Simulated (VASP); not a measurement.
# PbO2 (P4_2/mnm) in VASP: notebook

Runs on PbO2. Level: PBE. Tasks: single point, relaxation of cell and atoms.

All numbers are computed with VASP 6.6.1; they aren't measurements. Logs are shortened: lines on timing, memory, paths and dates and some standing lists are left out, and cuts for length are marked.

## 1. The cell of the first run

It takes space group P4_2/mnm (No. 136, tetragonal). Conventional cell: a = 5.083 Å, b = 5.083 Å, c = 3.439 Å, α = 90.00°, β = 90.00°, γ = 90.00°. Pb (site symmetry mmm) has 6 O at 2.20 to 2.21 Å within 2.9 Å. O (site symmetry m2m) has 3 Pb at 2.20 to 2.21 Å and 1 O at 2.76 Å within 2.9 Å.

## 2. Single point, PBE

INCAR reads:

```
SYSTEM = PbO2
  PREC = Accurate
  ENCUT = 520
  EDIFF = 1E-6
  ISMEAR = 0
  SIGMA = 0.1
  LREAL = .FALSE.
  LASPH = .TRUE.
  NELM = 60
  ALGO = Normal
  ISIF = 2
  LWAVE = .FALSE.
  LCHARG = .FALSE.
  GGA = PE
  NBANDS = 35
```

KPOINTS reads:

```
regular mesh
0
G
  4 4 6
  0 0 0
```

POSCAR reads:

```
PbO2
1.0
    5.0830402873      0.0000000000      0.0000000000
    0.0000000000      5.0830402873      0.0000000000
    0.0000000000      0.0000000000      3.4392841684
Pb O
2 4
Direct
    0.0000000000      0.0000000000      0.0000000000
    0.5000000000      0.5000000000      0.5000000000
    0.3080381002      0.3080381002      0.0000000000
    0.8080381002      0.1919618998      0.5000000000
    0.1919618998      0.8080381002      0.5000000000
    0.6919618998      0.6919618998      0.0000000000
```

Potentials or basis: VASP PAW PBE potentials, release 64 (Pb_d, O).

Command:

```sh
cat potpaw_PBE.64/Pb_d/POTCAR potpaw_PBE.64/O/POTCAR > POTCAR
mpirun -np 1 vasp_std > vasp.out
```

OUTCAR:

```text
SYSTEM = PbO2
   PREC = Accurate
   ENCUT = 520
   EDIFF = 1E-6
   ISMEAR = 0
   LREAL = .FALSE.
   LASPH = .TRUE.
   NELM = 60
   ISIF = 2
   GGA = PE

 ion  position               nearest neighbor table
   1  0.000  0.000  0.000-   4 2.20   5 2.20   4 2.20   5 2.20   3 2.21   6 2.21   2 3.98   2 3.98
                             2 3.98   2 3.98   2 3.98   2 3.98   2 3.98   2 3.98
   2  0.500  0.500  0.500-   3 2.20   6 2.20   3 2.20   6 2.20   5 2.21   4 2.21   1 3.98   1 3.98
                             1 3.98   1 3.98   1 3.98   1 3.98   1 3.98   1 3.98
   3  0.308  0.308  0.000-   2 2.20   2 2.20   1 2.21
   4  0.808  0.192  0.500-   1 2.20   1 2.20   2 2.21
   5  0.192  0.808  0.500-   1 2.20   1 2.20   2 2.21
   6  0.692  0.692  0.000-   2 2.20   2 2.20   1 2.21

  LATTYP: Found a simple tetragonal cell.
 ALAT       =     5.0830402873
 C/A-ratio  =     0.6766194982

  Lattice vectors:

 A1 = (   5.0830402873,   0.0000000000,   0.0000000000)
 A2 = (   0.0000000000,   5.0830402873,   0.0000000000)
 A3 = (   0.0000000000,   0.0000000000,   3.4392841684)

Analysis of symmetry for initial positions (statically):
=====================================================================
 Subroutine PRICEL returns:
 Original cell was already a primitive cell.

 Routine SETGRP: Setting up the symmetry group for a
 simple tetragonal supercell.

 Subroutine GETGRP returns: Found 16 space group operations
 (whereof  8 operations were pure point group operations)
 out of a pool of 16 trial point group operations.

The static configuration has the point symmetry D_2h.
 The point group associated with its full space group is D_4h.

Analysis of symmetry for dynamics (positions and initial velocities):
=====================================================================
 Subroutine PRICEL returns:
 Original cell was already a primitive cell.

 Routine SETGRP: Setting up the symmetry group for a
 simple tetragonal supercell.

 Subroutine GETGRP returns: Found 16 space group operations
 (whereof  8 operations were pure point group operations)
 out of a pool of 16 trial point group operations.

The dynamic configuration has the point symmetry D_2h.
 The point group associated with its full space group is D_4h.

 Subroutine INISYM returns: Found 16 space group operations
 (whereof  8 operations are pure point group operations),
 and found     1 'primitive' translations

----------------------------------------------------------------------------------------

                                     Primitive cell

  volume of cell :      88.8618

  direct lattice vectors                    reciprocal lattice vectors
     5.083040287  0.000000000  0.000000000     0.196732653  0.000000000  0.000000000
     0.000000000  5.083040287  0.000000000     0.000000000  0.196732653  0.000000000
     0.000000000  0.000000000  3.439284168     0.000000000  0.000000000  0.290758178

  length of vectors
     5.083040287  5.083040287  3.439284168     0.196732653  0.196732653  0.290758178

  position of ions in fractional coordinates (direct lattice)
     0.000000000  0.000000000  0.000000000
     0.500000000  0.500000000  0.500000000
     0.308038100  0.308038100  0.000000000
     0.808038100  0.191961900  0.500000000
     0.191961900  0.808038100  0.500000000
     0.691961900  0.691961900  0.000000000

  ion indices of the primitive-cell ions
   primitive index   ion index
                 1           1
                 2           2
                 3           3
                 4           4
                 5           5
                 6           6

----------------------------------------------------------------------------------------

 KPOINTS: regular mesh

Automatic generation of k-mesh.
 Grid dimensions read from file:
 generate k-points for:    4    4    6

 Generating k-lattice:

  Cartesian coordinates                     Fractional coordinates (reciprocal lattice)
     0.049183163  0.000000000  0.000000000     0.250000000  0.000000000  0.000000000
[... 47 lines left out ...]
   NGX = 19   NGY = 19   NGZ = 13

 number of electron      51.9999983 magnetization

 Free energy of the ion-electron system (eV)
  ---------------------------------------------------
  ext. energy  EPLUGINS =         0.00000000
  ---------------------------------------------------
  free energy    TOTEN  =       -31.87396891 eV

  energy without entropy =      -31.87283598  energy(sigma->0) =      -31.87340244

 E-fermi :   3.7746     XC(G=0): -10.3732

 val. band max:        3.6707839516   @ k =   0.0000   0.0000   0.1667
 cond. band min:       3.8300989368   @ k =   0.0000   0.0000   0.0000
 fundamental gap:      0.1593149852
 Fermi energy:         3.7745897769

 k-point     1 :       0.0000    0.0000    0.0000
  band No.  band energies     occupation
      1     -14.2527      2.00000
      2     -14.2133      2.00000
      3     -12.6533      2.00000
      4     -12.6533      2.00000
      5     -11.7705      2.00000
      6     -11.6232      2.00000
[... 27 lines left out ...]
     34      14.2480      0.00000
     35      15.3130      0.00000

 k-point     2 :       0.2500    0.0000    0.0000
  band No.  band energies     occupation
      1     -14.1205      2.00000
      2     -14.1195      2.00000
      3     -13.0552      2.00000
      4     -12.9222      2.00000
      5     -11.5842      2.00000
      6     -11.5839      2.00000
[... 27 lines left out ...]
     34      15.1218      0.00000
     35      15.3847      0.00000

 k-point     3 :       0.5000    0.0000    0.0000
  band No.  band energies     occupation
      1     -13.9486      2.00000
      2     -13.9486      2.00000
      3     -13.3075      2.00000
      4     -13.3075      2.00000
      5     -11.5778      2.00000
      6     -11.5778      2.00000
[... 27 lines left out ...]
     34      15.0664      0.00000
     35      15.6878      0.00000
[... 723 lines left out ...]
 k-point    23 :       0.5000    0.2500    0.5000
  band No.  band energies     occupation
      1     -14.0214      2.00000
      2     -14.0214      2.00000
      3     -13.2017      2.00000
      4     -13.2017      2.00000
      5     -11.4566      2.00000
      6     -11.4566      2.00000
[... 27 lines left out ...]
     34      13.8847      0.00000
     35      16.0906      0.00000

 k-point    24 :       0.5000    0.5000    0.5000
  band No.  band energies     occupation
      1     -13.8732      2.00000
      2     -13.8732      2.00000
      3     -13.4750      2.00000
      4     -13.4750      2.00000
      5     -11.4366      2.00000
      6     -11.4366      2.00000
[... 27 lines left out ...]
     34      13.3189      0.00000
     35      16.6975      0.00000

------------------------ aborting loop because EDIFF is reached ----------------------------------------

  FORCE on cell =-STRESS in cart. coord.  units (eV):
  Direction    XX          YY          ZZ          XY          YZ          ZX
  --------------------------------------------------------------------------------------
  -------------------------------------------------------------------------------------
  Total        0.0561116      0.0561116      0.2185558     -0.0000000      0.0000000      0.0000000
  in kB        1.0116921      1.0116921      3.9405591     -0.0000000      0.0000000      0.0000000
  external PRESSURE =       1.9879811 kB  Pullay stress =       0.0000000 kB

 VOLUME and BASIS-vectors are now :
 -----------------------------------------------------------------------------
  energy-cutoff  :      520.00
  volume of cell :       88.86
      direct lattice vectors                 reciprocal lattice vectors
     5.083040287  0.000000000  0.000000000     0.196732653  0.000000000  0.000000000
     0.000000000  5.083040287  0.000000000     0.000000000  0.196732653  0.000000000
     0.000000000  0.000000000  3.439284168     0.000000000  0.000000000  0.290758178

 POSITION                                       TOTAL-FORCE (eV/Angst)
 -----------------------------------------------------------------------------------
      0.00000      0.00000      0.00000         0.000000      0.000000     -0.000000
      2.54152      2.54152      1.71964         0.000000      0.000000     -0.000000
      1.56577      1.56577      0.00000        -0.008631     -0.008631      0.000000
      4.10729      0.97575      1.71964        -0.008631      0.008631     -0.000000
      0.97575      4.10729      1.71964         0.008631     -0.008631     -0.000000
      3.51727      3.51727      0.00000         0.008631      0.008631     -0.000000
 -----------------------------------------------------------------------------------
    total drift:                                0.000000     -0.000000     -0.000000

  FREE ENERGIE OF THE ION-ELECTRON SYSTEM (eV)
  ---------------------------------------------------
  free  energy   TOTEN  =       -31.8739689057 eV

  energy  without entropy=      -31.8728359756  energy(sigma->0) =      -31.87340244
```

Wall time 33 s (1 thread of Intel Xeon 6975P-C (Granite Rapids), shared host); peak memory 0.22 GiB.

What came out:

| Item | Value |
| --- | --- |
| Free energy | -31.8740 eV |
| Pressure | 0.2 GPa |
| Largest force | 0.012 eV/Å |
| Band gap on the k mesh | 0.16 eV (least direct gap 0.51 eV) |

Forces on the atoms (eV/Å):
```
Pb   0.000  0.000  0.000
Pb   0.000  0.000  0.000
O   -0.009 -0.009  0.000
O   -0.009  0.009  0.000
O    0.009 -0.009  0.000
O    0.009  0.009  0.000
```

Caveat: spin-orbit coupling is left out, which moves the levels of the heavy elements. A k mesh can miss the band edges.

## 3. Single point, PBE

INCAR reads:

```
SYSTEM = PbO2
PREC = Accurate
ENCUT = 520
EDIFF = 1E-6
ISMEAR = 0
SIGMA = 0.1
LREAL = .False.
LASPH = .True.
NELM = 60
ALGO = Normal
ISIF = 2
LWAVE = .False.
LCHARG = .False.
GGA = PE
NBANDS = 35
```

KPOINTS reads:

```
Automatic mesh
0
Gamma
  8 8 10
  0 0 0
```

POSCAR reads:

```
PbO2
1.0
    5.0826191380      0.0000000000      0.0000000000
    0.0000000000      5.0826191380      0.0000000000
    0.0000000000      0.0000000000      3.4422959069
Pb O
2 4
Direct
    0.0000000000      0.0000000000      0.0000000000
    0.5000000000      0.5000000000      0.5000000000
    0.3080033072      0.3080033072      0.0000000000
    0.8080033072      0.1919966928      0.5000000000
    0.1919966928      0.8080033072      0.5000000000
    0.6919966928      0.6919966928      0.0000000000
```

Potentials or basis: VASP PAW PBE potentials, release 64 (Pb_d, O).

Command:

```sh
cat potpaw_PBE.64/Pb_d/POTCAR potpaw_PBE.64/O/POTCAR > POTCAR
mpirun -np 1 vasp_std > vasp.out
```

Run time: 1.9 min. Hardware: 1 thread of Intel Xeon 6975P-C (Granite Rapids), shared host; peak memory 0.34 GiB.

Results (log left out):

| Quantity | Value |
| --- | --- |
| Free energy | -31.8693 eV |
| Pressure | 0.2 GPa |
| Largest force | 0.013 eV/Å |

Forces on the atoms (eV/Å):
```
Pb   0.000  0.000  0.000
Pb   0.000  0.000  0.000
O   -0.009 -0.009  0.000
O   -0.009  0.009  0.000
O    0.009 -0.009  0.000
O    0.009  0.009  0.000
```

Stress tensor (GPa, compression positive):
```
0.15 0.00 0.00
0.00 0.15 0.00
0.00 0.00 0.38
```

Levels at points of the mesh, in eV from the Fermi level:
| k point | band 24 | band 25 | band 26 | band 27 | band 28 | band 29 |
| --- | --- | --- | --- | --- | --- | --- |
| (0.00, 0.00, 0.00) | -0.65 | -0.57 | -0.57 | 0.07 | 3.85 | 5.73 |
| (0.50, 0.00, 0.00) | -0.68 | -0.38 | -0.38 | 2.05 | 2.05 | 6.32 |
| (0.50, 0.50, 0.00) | -0.70 | -0.47 | -0.47 | 2.44 | 2.44 | 6.51 |
| (0.00, 0.00, 0.50) | -1.03 | -0.75 | -0.75 | 3.36 | 3.36 | 8.57 |
| (0.50, 0.00, 0.50) | -0.73 | -0.29 | -0.29 | 3.64 | 3.64 | 6.99 |
| (0.50, 0.50, 0.50) | -0.64 | -0.50 | -0.50 | 2.51 | 2.51 | 8.09 |

Caveat: spin-orbit coupling is left out, which moves the levels of the heavy elements.

## 4. Relaxation of cell and atoms, PBE

This run uses another cell than the first one, of 13.88 Å³/atom.

INCAR reads:

```
SYSTEM = PbO2
PREC = Accurate
ENCUT = 600
EDIFF = 1E-7
ISMEAR = 0
SIGMA = 0.1
LREAL = .False.
LASPH = .True.
NELM = 100
ALGO = Normal
ISIF = 3
LWAVE = .False.
LCHARG = .False.
GGA = PE
IBRION = 2
NSW = 100
EDIFFG = -0.05
```

KPOINTS reads:

```
Automatic mesh
0
Gamma
  4 4 6
  0 0 0
```

POSCAR reads:

```
PbO2
1.0
    5.0567235523      0.0000000000      0.0000000000
    0.0000000000      5.0567235523      0.0000000000
    0.0000000000      0.0000000000      3.2565555144
Pb O
2 4
Direct
    0.0000000000      0.0000000000      0.0000000000
    0.5000000000      0.5000000000      0.5000000000
    0.3049600000      0.3049600000      0.0000000000
    0.8049600000      0.1950400000      0.5000000000
    0.1950400000      0.8049600000      0.5000000000
    0.6950400000      0.6950400000      0.0000000000
```

Command:

```sh
cat potpaw_PBE.64/Pb_d/POTCAR potpaw_PBE.64/O/POTCAR > POTCAR
mpirun -np 1 vasp_std > vasp.out
```

Wall time 1.9 min (1 thread of Intel Xeon 6975P-C (Granite Rapids), shared host); peak memory 0.24 GiB.

It converged, with:

```yaml
Free_energy: -31.8709 eV
Relaxed_volume: 14.87 Å³/atom
Relaxed_cell: a = 5.095 Å, b = 5.095 Å, c = 3.436 Å, α = 90.00°, β = 90.00°, γ = 90.00°
Space_group_after_relaxing_to_0.1_Å: P4_2/mnm (No. 136)
Energy_gained_by_relaxing: 44.0 meV/atom
Ionic_steps: 5
Pressure_after_relaxing: -0.2 GPa
Largest_force_after_relaxing: 0.044 eV/Å
Band_gap_on_the_k_mesh: 0.16 eV (least direct gap 0.50 eV)
```

Forces in eV/Å, atoms in the order of the input:
```
Pb   0.000  0.000  0.000
Pb   0.000  0.000  0.000
O   -0.031 -0.031  0.000
O   -0.031  0.031  0.000
O    0.031 -0.031  0.000
O    0.031  0.031  0.000
```

Stress tensor (GPa, compression positive):
```
-0.33  0.00  0.00
 0.00 -0.33  0.00
 0.00  0.00  0.13
```

Step by step:
```csv
step,energy change (eV),largest force (eV/Å),pressure (GPa),volume (Å³)
1,0.0000,0.0057,10.99,83.27
2,-0.1025,0.3885,-6.96,95.23
3,-0.2368,0.2882,-0.58,89.68
4,-0.2574,0.1247,-0.39,89.45
5,-0.2642,0.0444,-0.18,89.22
```

Final structure:
```
Pb O
1.0
     5.09536    0.00000    0.00000
     0.00000    5.09536    0.00000
     0.00000    0.00000    3.43633
Pb O
2 4
Direct
  0.00000 0.00000 0.00000
  0.50000 0.50000 0.50000
  0.30846 0.30846 0.00000
  0.80846 0.19154 0.50000
  0.19154 0.80846 0.50000
  0.69154 0.69154 0.00000
```

Levels at points of the mesh, in eV from the valence-band top:
```
           k point  band 23  band 24  band 25  band 26  band 27  band 28  band 29  band 30
(0.00, 0.00, 0.00)    -0.56    -0.56    -0.49    -0.49     0.16     3.92     5.82     5.82
(0.50, 0.00, 0.00)    -0.58    -0.58    -0.30    -0.30     2.11     2.11     6.40     6.40
(0.50, 0.50, 0.00)    -0.61    -0.61    -0.39    -0.39     2.50     2.50     6.58     6.58
(0.00, 0.00, 0.50)    -0.94    -0.94    -0.66    -0.66     3.43     3.43     8.64     8.64
(0.50, 0.00, 0.50)    -0.64    -0.64    -0.22    -0.22     3.70     3.70     7.04     7.04
(0.50, 0.50, 0.50)    -0.56    -0.56    -0.42    -0.42     2.60     2.60     8.14     8.14
```

Caveat: spin-orbit coupling is left out, which moves the levels of the heavy elements; the relaxation stopped at a loose force limit of 0.05 eV/Å, so its end isn't a converged minimum. A k mesh can miss the band edges.

## 5. Single point, PBE

INCAR reads:

```
PREC = Accurate ; ENCUT = 520
EDIFF = 1E-6 ; ISMEAR = 0
SIGMA = 0.01 ; LREAL = False
LASPH = True ; NELM = 100
ALGO = Normal ; ISIF = 2
LWAVE = False ; LCHARG = False
GGA = PE ; NBANDS = 35
```

KPOINTS reads:

```
regular mesh
0
Gamma
  8 8 10
```

POSCAR reads:

```
PbO2
1.0
    5.0822736339      0.0000000000      0.0000000000
    0.0000000000      5.0822736339      0.0000000000
    0.0000000000      0.0000000000      3.4417018403
Pb O
2 4
Direct
    0.0000000000      0.0000000000      0.0000000000
    0.5000000000      0.5000000000      0.5000000000
    0.3080386960      0.3080386960      0.0000000000
    0.8080386960      0.1919613040      0.5000000000
    0.1919613040      0.8080386960      0.5000000000
    0.6919613040      0.6919613040      0.0000000000
```

Command:

```sh
cat potpaw_PBE.64/Pb_d/POTCAR potpaw_PBE.64/O/POTCAR > POTCAR
mpirun -np 1 vasp_std > vasp.out
```

It took 1.7 min on 1 thread of Intel Xeon 6975P-C (Granite Rapids), shared host; peak memory 0.34 GiB.

Results (log left out):

```yaml
Free_energy: -31.8675 eV
Pressure: 0.2 GPa
Largest_force: 0.015 eV/Å
Band_gap_on_the_k_mesh: 0.01 eV
```

Forces on the atoms (eV/Å):
```
Pb   0.000  0.000  0.000
Pb   0.000  0.000  0.000
O   -0.010 -0.010  0.000
O   -0.010  0.010  0.000
O    0.010 -0.010  0.000
O    0.010  0.010  0.000
```

Stress tensor (GPa, compression positive):
```
0.15 0.00 0.00
0.00 0.15 0.00
0.00 0.00 0.38
```

Levels at points of the mesh, in eV from the valence-band top:
| k point | band 22 | band 23 | band 24 | band 25 | band 26 | band 27 | band 28 | band 29 | band 30 | band 31 |
| --- | --- | --- | --- | --- | --- | --- | --- | --- | --- | --- |
| (0.00, 0.00, 0.00) | -0.72 | -0.62 | -0.62 | -0.54 | -0.54 | 0.11 | 3.89 | 5.76 | 5.76 | 9.54 |
| (0.50, 0.00, 0.00) | -1.25 | -0.64 | -0.64 | -0.35 | -0.35 | 2.08 | 2.08 | 6.35 | 6.35 | 9.36 |
| (0.50, 0.50, 0.00) | -1.43 | -0.67 | -0.67 | -0.44 | -0.44 | 2.48 | 2.48 | 6.54 | 6.54 | 9.71 |
| (0.00, 0.00, 0.50) | -1.92 | -1.00 | -1.00 | -0.71 | -0.71 | 3.40 | 3.40 | 8.61 | 8.61 | 9.47 |
| (0.50, 0.00, 0.50) | -1.00 | -0.69 | -0.69 | -0.26 | -0.26 | 3.67 | 3.67 | 7.02 | 7.02 | 9.67 |
| (0.50, 0.50, 0.50) | -1.89 | -0.61 | -0.61 | -0.47 | -0.47 | 2.55 | 2.55 | 8.13 | 8.13 | 9.44 |

Caveat: spin-orbit coupling is left out, which moves the levels of the heavy elements. A k mesh can miss the band edges.

## 6. Overview

| task | cell | k mesh | cutoff (eV) | smearing | gap on the mesh (eV) | pressure (GPa) | largest force (eV/Å) |
| --- | --- | --- | --- | --- | --- | --- | --- |
| single point | a = 5.083, b = 5.083, c = 3.439 Å, 6 atoms, atomic positions A | 4 × 4 × 6 | 520 | gaussian 0.1 eV | 0.16 | 0.2 | 0.01 |
| single point | a = 5.083, b = 5.083, c = 3.442 Å, 6 atoms, atomic positions A | 8 × 8 × 10 | 520 | gaussian 0.1 eV | - | 0.2 | 0.01 |
| relaxation of cell and atoms | relaxed from a = 5.057, b = 5.057, c = 3.257 Å, 6 atoms, atomic positions B | 4 × 4 × 6 | 600 | gaussian 0.1 eV | 0.16 | -0.2 | 0.04 |
| single point | a = 5.082, b = 5.082, c = 3.442 Å, 6 atoms, atomic positions A | 8 × 8 × 10 | 520 | gaussian 0.01 eV | 0.01 | 0.2 | 0.01 |

Alike in all rows: level PBE; potentials or basis VASP PAW PBE potentials, release 64 (Pb_d, O); no spin polarisation.

Caveats: spin-orbit coupling is left out, which moves the levels of the heavy elements; the relaxation stopped at a loose force limit of 0.05 eV/Å, so its end isn't a converged minimum (at least some runs).

Absolute energies hang on the potentials; compare differences alone.
